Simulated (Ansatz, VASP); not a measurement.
## Pd: VASP beside Ansatz

INCAR

```
ALGO     = Normal         # electronic algorithm
EDIFF    = 1E-7           # SCF threshold, eV
ENCUT    = 520            # plane-wave cutoff, eV
GGA      = RE             # functional
ISIF     = 2              # what is computed and relaxed
ISMEAR   = -1             # smearing method
ISPIN    = 2              # spin polarisation
LASPH    = True           # aspherical terms in the spheres
LCHARG   = False          # write CHGCAR
LMAXMIX  = 4              # l up to which the mixer works
LORBIT   = 11             # projections on sites
LREAL    = False          # projectors in reciprocal space
LWAVE    = False          # write WAVECAR
MAGMOM   = -0.45 -0.45    # initial moments
NBANDS   = 21             # bands
NELM     = 150            # most SCF steps
PREC     = Accurate       # precision mode
SIGMA    = 0.05           # smearing width, eV
```

KPOINTS

```
k-points
0
Gamma
  11 11 11
```

The input POSCAR:

```
Pd
1.0
    0.0000000000      3.0110119851      3.0110119851
    3.0110119851      0.0000000000      3.0110119851
    3.0110119851      3.0110119851      0.0000000000
Pd
2
Direct
    0.1250000000      0.1250000000      0.1250000000
    0.8750000000      0.8750000000      0.8750000000
```

Input for Ansatz:

```yaml
crystal:
  lattice:
    - [0.0, 3.0110119851, 3.0110119851]
    - [3.0110119851, 0.0, 3.0110119851]
    - [3.0110119851, 3.0110119851, 0.0]
  atoms:
    - { symbol: Pd, position: [0.125, 0.125, 0.125], spin: -0.45 }
    - { symbol: Pd, position: [0.875, 0.875, 0.875], spin: -0.45 }
hamiltonian:
  xc: revpbe
  pseudopotentials:
    kind: paw
    azcp:
      Pd: "pseudopotentials/Pd.paw.azcp"
basis:
  ecutwfc: 420
  fft_grid_basis: typed
kpoints:
  mp_grid: { grid: [11, 11, 11], shift: [0, 0, 0] }
magnetization:
  spin_polarized: true
scf:
  occupations: { method: fermi_dirac, width: 0.05 }
  lower_state_search: "off"
output:
  stress: true
```

Alike in both runs: task single point; functional revPBE; k mesh 11 × 11 × 11; occupations fermi-dirac, width 0.05 eV; collinear spin.

|  | VASP | Ansatz |
| --- | --- | --- |
| version | VASP 6.6.1 | Ansatz 0.2.0 |
| potentials or method | VASP PAW PBE potentials, release 64 (Pd), cutoff 520 eV | plane waves (420 eV) with PAW, scalar-relativistic |
| valence electrons in the cell | 20 | 36 |

```csv
,VASP,Ansatz,Ansatz less VASP
pressure (GPa),-3.7,-3.6,+0.15
net moment per atom (μB),0.45,0.45,0.000
size of the moment on the site where the two differ most (μB),0.44,0.44,-0.002
```

VASP's potentials were made for PBE, not for revPBE. Site moments also hang on the region over which each program counts them. VASP's potentials hold 20 valence electrons a cell and Ansatz's 36, so a difference there can come from the potentials and not from the codes.
